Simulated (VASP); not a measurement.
CdS: single point with PBE

CdS:

```
Cd S
1.0
    -0.04762    2.93921    2.93921
     2.93921   -0.04762    2.93921
     2.89160    2.89160    0.00000
Cd S
1 1
Direct
  0.99642 0.99642 0.00358
  0.25358 0.25358 0.24642
```

This cell differs from its parent crystal: shear xy strain -3.2%.

```json
{
 "Program": "VASP 6.6.1",
 "Task": "single point",
 "Functional": "PBE",
 "Potentials or basis": "VASP PAW PBE potentials, release 64 (Cd_sv_GW, S)",
 "Cutoff": "630 eV",
 "k mesh": "8 × 8 × 8",
 "Occupations": "fermi-dirac, width 0.02 eV",
 "Spin": "no spin polarisation",
 "Dipole correction": "no",
 "Further INCAR settings": "ALGO = Normal; EDIFF = 1e-06; NBANDS = 20"
}
```

```json
{
  "Pressure": "1.2 GPa",
  "Band gap on the k mesh": "1.02 eV"
}
```

Stress tensor (GPa, compression positive):
```
1.25 0.81 0.00
0.81 1.25 0.00
0.00 0.00 1.24
```

Levels at points of the mesh, in eV from the valence-band top:
```tsv
k point	band 10	band 11	band 12	band 13	band 14	band 15	band 16	band 17
(0.00, 0.00, 0.00)	-7.25	-0.12	-0.07	0.00	1.02	6.31	6.51	6.70
(0.50, 0.00, 0.00)	-6.92	-4.36	-0.80	-0.69	3.01	7.02	7.06	7.28
(0.50, 0.50, 0.00)	-6.83	-3.91	-1.98	-1.72	3.45	4.35	9.04	10.56
(0.00, 0.00, 0.50)	-6.87	-4.27	-0.86	-0.76	2.82	6.86	6.87	7.39
(0.50, 0.00, 0.50)	-6.83	-3.90	-1.85	-1.85	3.54	4.27	9.00	10.56
```

It took 93 s on 1 thread of AMD EPYC 9R45 96-Core Processor (Zen 5) (shared host), peak memory 0.28 GiB.

Caveat: the cell differs from its parent crystal (shear xy strain -3.2%); the structure was generated, so it needn't be the stable form of CdS.
